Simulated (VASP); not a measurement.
## VN: single point with PBE

Crystal: VN.

```
V N
1.0
     0.00000    2.09207    2.09207
     2.09207    0.00000    2.09207
     2.09207    2.09207    0.00000
V N
1 1
Direct
  0.50000 0.50000 0.50000
  0.00000 0.00000 0.00000
```

```
Program                : VASP 6.6.1
Task                   : single point
Functional             : PBE
Potentials or basis    : VASP PAW PBE potentials, release 64 (V_sv, N)
Cutoff                 : 600 eV
k mesh                 : 8 × 8 × 8
Occupations            : gaussian, width 0.1 eV
Spin                   : collinear spin, ferromagnetic start
Starting moments       : [2.0, 0.0] μB
Dipole correction      : no
Further INCAR settings : ALGO = Normal; EDIFF = 1e-06; NBANDS = 20
```

The pressure is -13.3 GPa, the net moment is 0.18 μB per cell and the site moments are V +0.16; N +0.00 μB. The valence electrons inside the program's atomic spheres are V 11.57; N 3.72.

Levels at points of the mesh, in eV from the Fermi level:
Spin up:
| k point | band 6 | band 7 | band 8 | band 9 | band 10 | band 11 | band 12 | band 13 |
| --- | --- | --- | --- | --- | --- | --- | --- | --- |
| (0.00, 0.00, 0.00) | -2.14 | -2.14 | -2.14 | -1.53 | -1.53 | -1.53 | -0.51 | -0.51 |
| (0.50, 0.00, 0.00) | -8.57 | -5.82 | -5.82 | 0.44 | 0.44 | 1.26 | 4.65 | 4.65 |
| (0.50, 0.50, 0.00) | -6.49 | -3.65 | -3.55 | -3.55 | 0.40 | 1.00 | 1.00 | 2.35 |
Spin down:
```
           k point  band 5  band 6  band 7  band 8  band 9  band 10  band 11  band 12  band 13  band 14
(0.00, 0.00, 0.00)  -17.62   -2.14   -2.14   -2.14   -1.36    -1.36    -1.36    -0.40    -0.40     5.49
(0.50, 0.00, 0.00)  -15.10   -8.53   -5.78   -5.78    0.62     0.62     1.42     4.73     4.73     6.08
(0.50, 0.50, 0.00)  -15.87   -6.46   -3.54   -3.54   -3.51     0.51     1.20     1.20     2.47     9.88
```

Run time: 11 s on 1 thread of Intel(R) Xeon(R) 6975P-C (Granite Rapids), on a shared host, peak memory 0.15 GiB.

With open d or f shells a metallic result of PBE can be an artefact of self-interaction; +U or a hybrid may open a gap.
